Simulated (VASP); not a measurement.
# Be2C (Fm-3m) in VASP: notebook

The runs below take Be2C through single point, with HSE06, PBE-based screened hybrid, PBE-based global hybrid.

All numbers are computed with VASP 6.6.1; they aren't measurements. Logs are shortened: lines on timing, memory, paths and dates and some standing lists are left out, and cuts for length are marked.

**1. The cell of the first run**

Symmetry: Fm-3m, No. 225, cubic system. The conventional cell has a = 4.321 Å, b = 4.321 Å, c = 4.321 Å, α = 90.00°, β = 90.00°, γ = 90.00°. Be (site symmetry -43m) has 4 C at 1.87 Å and 6 Be at 2.16 Å within 2.5 Å. C (site symmetry m-3m) has 8 Be at 1.87 Å within 2.5 Å.

**2. Single point, HSE06**

The input, POSCAR:

```
Be2C
1.0
    0.0000000000      2.1604856744      2.1604856744
    2.1604856744      0.0000000000      2.1604856744
    2.1604856744      2.1604856744      0.0000000000
Be C
2 1
Direct
    0.7500000000      0.7500000000      0.7500000000
    0.2500000000      0.2500000000      0.2500000000
    0.0000000000      0.0000000000      0.0000000000
```

The input, INCAR.step1:

```
PREC     = Accurate       # precision mode
ENCUT    = 520            # plane-wave cutoff, eV
EDIFF    = 1E-5           # SCF threshold, eV
ISMEAR   = 0              # smearing method
SIGMA    = 0.01           # smearing width, eV
LREAL    = False          # projectors in reciprocal space
LASPH    = True           # aspherical terms in the spheres
NELM     = 120            # most SCF steps
ALGO     = Normal         # electronic algorithm
ISIF     = 2              # what is computed and relaxed
LWAVE    = True           # write WAVECAR
LCHARG   = False          # write CHGCAR
GGA      = PE             # functional
NBANDS   = 11             # bands
GGA_COMPAT= False
```

The input, INCAR.step2:

```
PREC     = Accurate       # precision mode
ENCUT    = 520            # plane-wave cutoff, eV
EDIFF    = 1E-6           # SCF threshold, eV
ISMEAR   = 0              # smearing method
SIGMA    = 0.01           # smearing width, eV
LREAL    = False          # projectors in reciprocal space
LASPH    = True           # aspherical terms in the spheres
NELM     = 120            # most SCF steps
ALGO     = Normal         # electronic algorithm
ISIF     = 2              # what is computed and relaxed
LWAVE    = False          # write WAVECAR
LCHARG   = False          # write CHGCAR
GGA      = PE             # functional
LHFCALC  = True           # exact exchange
HFSCREEN = 0.2079         # screening, 1/A
PRECFOCK = Normal       
ISTART   = 1            
NBANDS   = 11             # bands
GGA_COMPAT= False
```

The input, KPOINTS:

```
regular mesh
0
Gamma
  4 4 4
```

Potentials or basis: VASP PAW PBE potentials, release 64 (Be, C).

On the command line:

```
$ cat potpaw_PBE.64/Be/POTCAR potpaw_PBE.64/C/POTCAR > POTCAR
$ cp INCAR.step1 INCAR
$ mpirun -np 1 vasp_std > vasp.out
$ cp INCAR.step2 INCAR
$ mpirun -np 1 vasp_std > vasp.out
```

OUTCAR:

```text
PREC = Accurate
   ENCUT = 520
   EDIFF = 1E-6
   ISMEAR = 0
   LREAL = False
   LASPH = True
   NELM = 120
   ISIF = 2
   GGA = PE
   LHFCALC = True
   HFSCREEN = 0.2079
   PRECFOCK = Normal
   ISTART = 1

 ion  position               nearest neighbor table
   1  0.750  0.750  0.750-   3 1.87   3 1.87   3 1.87   3 1.87   2 2.16   2 2.16   2 2.16   2 2.16
                             2 2.16   2 2.16
   2  0.250  0.250  0.250-   3 1.87   3 1.87   3 1.87   3 1.87   1 2.16   1 2.16   1 2.16   1 2.16
                             1 2.16   1 2.16
   3  0.000  0.000  0.000-   1 1.87   1 1.87   1 1.87   2 1.87   2 1.87   2 1.87   2 1.87   1 1.87

  LATTYP: Found a face centered cubic cell.
 ALAT       =     4.3209713488

  Lattice vectors:

 A1 = (   0.0000000000,   2.1604856744,   2.1604856744)
 A2 = (   2.1604856744,   0.0000000000,   2.1604856744)
 A3 = (   2.1604856744,   2.1604856744,   0.0000000000)

Analysis of symmetry for initial positions (statically):
=====================================================================
 Subroutine PRICEL returns:
 Original cell was already a primitive cell.

 Routine SETGRP: Setting up the symmetry group for a
 face centered cubic supercell.

 Subroutine GETGRP returns: Found 48 space group operations
 (whereof 48 operations were pure point group operations)
 out of a pool of 48 trial point group operations.

The static configuration has the point symmetry O_h .

Analysis of symmetry for dynamics (positions and initial velocities):
=====================================================================
 Subroutine PRICEL returns:
 Original cell was already a primitive cell.

 Routine SETGRP: Setting up the symmetry group for a
 face centered cubic supercell.

 Subroutine GETGRP returns: Found 48 space group operations
 (whereof 48 operations were pure point group operations)
 out of a pool of 48 trial point group operations.

The dynamic configuration has the point symmetry O_h .

 Subroutine INISYM returns: Found 48 space group operations
 (whereof 48 operations are pure point group operations),
 and found     1 'primitive' translations

----------------------------------------------------------------------------------------

                                     Primitive cell

  volume of cell :      20.1690

  direct lattice vectors                    reciprocal lattice vectors
     0.000000000  2.160485674  2.160485674    -0.231429445  0.231429445  0.231429445
     2.160485674  0.000000000  2.160485674     0.231429445 -0.231429445  0.231429445
     2.160485674  2.160485674  0.000000000     0.231429445  0.231429445 -0.231429445

  length of vectors
     3.055388142  3.055388142  3.055388142     0.400847557  0.400847557  0.400847557

  position of ions in fractional coordinates (direct lattice)
     0.750000000  0.750000000  0.750000000
     0.250000000  0.250000000  0.250000000
     0.000000000  0.000000000  0.000000000

  ion indices of the primitive-cell ions
   primitive index   ion index
                 1           1
                 2           2
                 3           3

----------------------------------------------------------------------------------------

 KPOINTS: regular mesh

Automatic generation of k-mesh.
 Grid dimensions read from file:
 generate k-points for:    4    4    4

 Generating k-lattice:

  Cartesian coordinates                     Fractional coordinates (reciprocal lattice)
    -0.057857361  0.057857361  0.057857361     0.250000000  0.000000000  0.000000000
     0.057857361 -0.057857361  0.057857361     0.000000000  0.250000000  0.000000000
     0.057857361  0.057857361 -0.057857361     0.000000000  0.000000000  0.250000000

  Length of vectors
     0.100211889  0.100211889  0.100211889

  Shift w.r.t. Gamma in fractional coordinates (k-lattice)
     0.000000000  0.000000000  0.000000000

 Subroutine IBZKPT returns following result:
 ===========================================

 Found      8 irreducible k-points:

 Following reciprocal coordinates:
            Coordinates               Weight
  0.000000  0.000000  0.000000      1.000000
  0.250000  0.000000  0.000000      8.000000
  0.500000  0.000000  0.000000      4.000000
  0.250000  0.250000  0.000000      6.000000
  0.500000  0.250000  0.000000     24.000000
 -0.250000  0.250000  0.000000     12.000000
  0.500000  0.500000  0.000000      3.000000
 -0.250000  0.500000  0.250000      6.000000
   k-points           NKPTS =      8   k-points in BZ     NKDIM =     64   number of bands    NBANDS=     11
   number of dos      NEDOS =    301   number of ions     NIONS =      3
   total plane-waves  NPLWV =  13824
   dimension x,y,z NGX =    24 NGY =   24 NGZ =   24
   dimension x,y,z NGXF=    48 NGYF=   48 NGZF=   48
   ions per type =               2   1
   NGX,Y,Z   is equivalent  to a cutoff of  13.06, 13.06, 13.06 a.u.
   NGXF,Y,Z  is equivalent  to a cutoff of  26.12, 26.12, 26.12 a.u.
 SYSTEM =  unknown system
[... 65 lines left out ...]

 E-fermi :   7.3832     XC(G=0):  -9.4079

 val. band max:        7.3215812174   @ k =   0.0000   0.0000   0.0000
 cond. band min:       9.2378245671   @ k =   0.5000   0.5000   0.0000
 fundamental gap:      1.9162433497
 Fermi energy:         7.3832161496

 k-point     1 :       0.0000    0.0000    0.0000
  band No.  band energies     occupation
      1      -9.4159      2.00000
      2       7.3216      2.00000
      3       7.3216      2.00000
      4       7.3216      2.00000
      5      12.4539      0.00000
      6      12.4539      0.00000
      7      12.4539      0.00000
      8      15.4110      0.00000
      9      21.9999      0.00000
     10      21.9999      0.00000
     11      21.9999      0.00000

 k-point     2 :       0.2500    0.0000    0.0000
  band No.  band energies     occupation
      1      -8.3325      2.00000
      2       2.0018      2.00000
      3       6.0532      2.00000
      4       6.0532      2.00000
      5      13.8988      0.00000
      6      13.8988      0.00000
      7      14.7122      0.00000
      8      17.3702      0.00000
      9      19.9913      0.00000
     10      19.9913      0.00000
     11      24.2433      0.00000

 k-point     3 :       0.5000    0.0000    0.0000
  band No.  band energies     occupation
      1      -6.2505      2.00000
      2      -2.3444      2.00000
      3       5.2984      2.00000
      4       5.2984      2.00000
      5      13.3533      0.00000
      6      13.3533      0.00000
      7      15.6273      0.00000
      8      18.5741      0.00000
      9      23.6444      0.00000
     10      23.6444      0.00000
     11      26.3472      0.00000

 k-point     4 :       0.2500    0.2500    0.0000
  band No.  band energies     occupation
      1      -7.9875      2.00000
      2       3.8348      2.00000
      3       3.9130      2.00000
      4       3.9130      2.00000
      5      12.4190      0.00000
      6      13.2613      0.00000
      7      17.1881      0.00000
      8      17.1881      0.00000
      9      20.9717      0.00000
     10      25.4976      0.00000
     11      25.4976      0.00000

 k-point     5 :       0.5000    0.2500    0.0000
  band No.  band energies     occupation
      1      -5.9746      2.00000
      2      -0.7286      2.00000
      3       2.4613      2.00000
      4       3.3440      2.00000
      5      11.9773      0.00000
      6      16.7144      0.00000
      7      17.6781      0.00000
      8      18.6672      0.00000
      9      22.7634      0.00000
     10      24.0932      0.00000
     11      26.4861      0.00000

 k-point     6 :      -0.2500    0.2500    0.0000
  band No.  band energies     occupation
      1      -6.7083      2.00000
      2       0.1091      2.00000
      3       2.0495      2.00000
      4       5.0287      2.00000
      5      13.5383      0.00000
      6      16.4849      0.00000
      7      17.4026      0.00000
      8      17.8788      0.00000
      9      18.7795      0.00000
     10      23.9147      0.00000
     11      26.0506      0.00000

 k-point     7 :       0.5000    0.5000    0.0000
  band No.  band energies     occupation
      1      -5.3952      2.00000
      2      -0.2401      2.00000
      3       2.1016      2.00000
      4       2.1016      2.00000
      5       9.2378      0.00000
      6      14.1113      0.00000
      7      22.4516      0.00000
      8      22.4516      0.00000
      9      24.7087      0.00000
     10      25.2211      0.00000
     11      25.2211      0.00000

 k-point     8 :      -0.2500    0.5000    0.2500
  band No.  band energies     occupation
      1      -5.0529      2.00000
      2       0.4943      2.00000
      3       0.7629      2.00000
      4       0.7629      2.00000
      5      14.0977      0.00000
      6      16.8285      0.00000
      7      18.1930      0.00000
      8      18.1930      0.00000
      9      23.6715      0.00000
     10      23.6715      0.00000
     11      26.2097      0.00000

------------------------ aborting loop because EDIFF is reached ----------------------------------------

  FORCE on cell =-STRESS in cart. coord.  units (eV):
  Direction    XX          YY          ZZ          XY          YZ          ZX
  --------------------------------------------------------------------------------------
  -------------------------------------------------------------------------------------
  Total       -0.2384996     -0.2384996     -0.2384996      0.0000000     -0.0000000      0.0000000
  in kB      -18.9458511    -18.9458511    -18.9458511      0.0000000     -0.0000000      0.0000000
  external PRESSURE =     -18.9458511 kB  Pullay stress =       0.0000000 kB

 VOLUME and BASIS-vectors are now :
 -----------------------------------------------------------------------------
  energy-cutoff  :      520.00
  volume of cell :       20.17
      direct lattice vectors                 reciprocal lattice vectors
     0.000000000  2.160485674  2.160485674    -0.231429445  0.231429445  0.231429445
     2.160485674  0.000000000  2.160485674     0.231429445 -0.231429445  0.231429445
     2.160485674  2.160485674  0.000000000     0.231429445  0.231429445 -0.231429445

 POSITION                                       TOTAL-FORCE (eV/Angst)
 -----------------------------------------------------------------------------------
      3.24073      3.24073      3.24073         0.000000      0.000000      0.000000
      1.08024      1.08024      1.08024        -0.000000     -0.000000     -0.000000
      0.00000      0.00000      0.00000        -0.000000     -0.000000     -0.000000
 -----------------------------------------------------------------------------------
    total drift:                               -0.000000      0.000000     -0.000000

  FREE ENERGIE OF THE ION-ELECTRON SYSTEM (eV)
  ---------------------------------------------------
  free  energy   TOTEN  =       -18.9962825413 eV

  energy  without entropy=      -18.9962825413  energy(sigma->0) =      -18.99628254
```

Wall time 78 s (1 thread of Intel Xeon Platinum 8488C (Sapphire Rapids), shared host); peak memory 0.23 GiB.

What came out:

| Quantity | Value |
| --- | --- |
| Free energy | -18.9963 eV |
| Pressure | -1.9 GPa |
| Band gap on the k mesh | 1.92 eV, indirect (least direct gap 5.13 eV) |

Levels at points of the mesh, in eV from the valence-band top:
| k point | band 1 | band 2 | band 3 | band 4 | band 5 | band 6 | band 7 | band 8 |
| --- | --- | --- | --- | --- | --- | --- | --- | --- |
| (0.00, 0.00, 0.00) | -16.74 | 0.00 | 0.00 | 0.00 | 5.13 | 5.13 | 5.13 | 8.09 |
| (0.50, 0.00, 0.00) | -13.57 | -9.67 | -2.02 | -2.02 | 6.03 | 6.03 | 8.31 | 11.25 |
| (0.50, 0.50, 0.00) | -12.72 | -7.56 | -5.22 | -5.22 | 1.92 | 6.79 | 15.13 | 15.13 |

Caveat: the k points lie up to 0.63 Å⁻¹ apart; the PAW data sets were made with another functional, which shifts forces and pressure a little. A k mesh can miss the band edges.

**3. Single point, PBE-based screened hybrid**

POSCAR is that of step 2.

The input, INCAR.step1:

```
SYSTEM = Be2C
PREC = Accurate ; ENCUT = 520
EDIFF = 1E-5 ; ISMEAR = 0
SIGMA = 0.01 ; LREAL = .False.
LASPH = .True. ; NELM = 120
ALGO = Normal ; ISIF = 2
LWAVE = .True. ; LCHARG = .False.
GGA = PE ; NBANDS = 11
GGA_COMPAT = .False.
```

The input, INCAR.step2:

```
SYSTEM = Be2C
PREC = Accurate ; ENCUT = 520
EDIFF = 1E-6 ; ISMEAR = 0
SIGMA = 0.01 ; LREAL = .False.
LASPH = .True. ; NELM = 120
ALGO = Normal ; ISIF = 2
LWAVE = .False. ; LCHARG = .False.
GGA = PE ; LHFCALC = .True.
AEXX = 0.75 ; HFSCREEN = 0.1
PRECFOCK = Normal ; ISTART = 1
NBANDS = 11 ; GGA_COMPAT = .False.
```

The input, KPOINTS:

```
regular mesh
0
Gamma
  4 4 4
  0 0 0
```

Potentials or basis: VASP PAW PBE potentials, release 64 (Be, C).

On the command line:

```
$ cat potpaw_PBE.64/Be/POTCAR potpaw_PBE.64/C/POTCAR > POTCAR
$ cp INCAR.step1 INCAR
$ mpirun -np 1 vasp_std > vasp.out
$ cp INCAR.step2 INCAR
$ mpirun -np 1 vasp_std > vasp.out
```

Wall time 72 s (1 thread of Intel Xeon Platinum 8488C (Sapphire Rapids), shared host); peak memory 0.23 GiB.

The run converged. Its results:

```
Free energy            : -23.5762 eV
Pressure               : -8.6 GPa
Band gap on the k mesh : 4.73 eV, indirect (least direct gap 8.49 eV)
```

Levels at points of the mesh, in eV from the valence-band top:
```csv
k point,band 1,band 2,band 3,band 4,band 5,band 6,band 7,band 8
"(0.00, 0.00, 0.00)",-20.01,0.00,0.00,0.00,8.49,8.49,8.49,11.90
"(0.50, 0.00, 0.00)",-16.29,-11.42,-2.36,-2.36,9.41,9.41,12.10,15.25
"(0.50, 0.50, 0.00)",-15.23,-9.05,-6.10,-6.10,4.73,10.20,20.05,20.05
```

Caveat: the k points lie up to 0.63 Å⁻¹ apart; the PAW data sets were made with another functional, which shifts forces and pressure a little.

**4. Single point, PBE-based global hybrid**

POSCAR is that of step 3.

The input, INCAR.step1:

```
ALGO     = Normal         # electronic algorithm
EDIFF    = 1E-5           # SCF threshold, eV
ENCUT    = 520            # plane-wave cutoff, eV
GGA      = PE             # functional
GGA_COMPAT= False        
ISIF     = 2              # what is computed and relaxed
ISMEAR   = 0              # smearing method
LASPH    = True           # aspherical terms in the spheres
LCHARG   = False          # write CHGCAR
LREAL    = False          # projectors in reciprocal space
LWAVE    = True           # write WAVECAR
NBANDS   = 11             # bands
NELM     = 120            # most SCF steps
PREC     = Accurate       # precision mode
SIGMA    = 0.01           # smearing width, eV
```

The input, INCAR.step2:

```
AEXX     = 0.4            # exact-exchange fraction
ALGO     = Normal         # electronic algorithm
EDIFF    = 1E-6           # SCF threshold, eV
ENCUT    = 520            # plane-wave cutoff, eV
GGA      = PE             # functional
GGA_COMPAT= False        
ISIF     = 2              # what is computed and relaxed
ISMEAR   = 0              # smearing method
ISTART   = 1            
LASPH    = True           # aspherical terms in the spheres
LCHARG   = False          # write CHGCAR
LHFCALC  = True           # exact exchange
LREAL    = False          # projectors in reciprocal space
LWAVE    = False          # write WAVECAR
NBANDS   = 11             # bands
NELM     = 120            # most SCF steps
PREC     = Accurate       # precision mode
PRECFOCK = Normal       
SIGMA    = 0.01           # smearing width, eV
```

The input, KPOINTS:

```
k-points
0
Gamma
  4 4 4
```

On the command line:

```
$ cat potpaw_PBE.64/Be/POTCAR potpaw_PBE.64/C/POTCAR > POTCAR
$ cp INCAR.step1 INCAR
$ mpirun -np 1 vasp_std > vasp.out
$ cp INCAR.step2 INCAR
$ mpirun -np 1 vasp_std > vasp.out
```

Wall time 55 s (1 thread of Intel Xeon Platinum 8488C (Sapphire Rapids), shared host); peak memory 0.14 GiB.

The run converged. Its results:

| Item | Value |
| --- | --- |
| Free energy | -21.1268 eV |
| Pressure | -3.9 GPa |
| Band gap on the k mesh | 3.65 eV, indirect (least direct gap 7.03 eV) |

Levels at points of the mesh, in eV from the valence-band top:
| k point | band 2 | band 3 | band 4 | band 5 | band 6 | band 7 |
| --- | --- | --- | --- | --- | --- | --- |
| (0.00, 0.00, 0.00) | 0.00 | 0.00 | 0.00 | 7.03 | 7.03 | 7.03 |
| (0.50, 0.00, 0.00) | -10.23 | -2.14 | -2.14 | 7.94 | 7.94 | 10.35 |
| (0.50, 0.50, 0.00) | -8.04 | -5.51 | -5.51 | 3.66 | 8.72 | 17.52 |

Caveat: the k points lie up to 0.63 Å⁻¹ apart; the PAW data sets were made with another functional, which shifts forces and pressure a little. A k mesh can miss the band edges.

**5. Overview**

```tsv
level	screening parameter	share of exact exchange	gap on the mesh (eV)	pressure (GPa)
HSE06	0.2079 1/Å	-	1.92	-1.9
PBE-based screened hybrid	0.1 1/Å	0.75	4.73	-8.6
PBE-based global hybrid	-	0.4	3.65	-3.9
```

Alike in all rows: task single point; potentials or basis VASP PAW PBE potentials, release 64 (Be, C); no spin polarisation; cell as given; k mesh 4 × 4 × 4; cutoff (eV) 520; smearing gaussian 0.01 eV.

Caveats: all runs use coarse meshes; the PAW data sets were made with another functional, which shifts forces and pressure a little.

Total energies depend on the potentials used, so only differences within one code and one set of settings carry meaning.
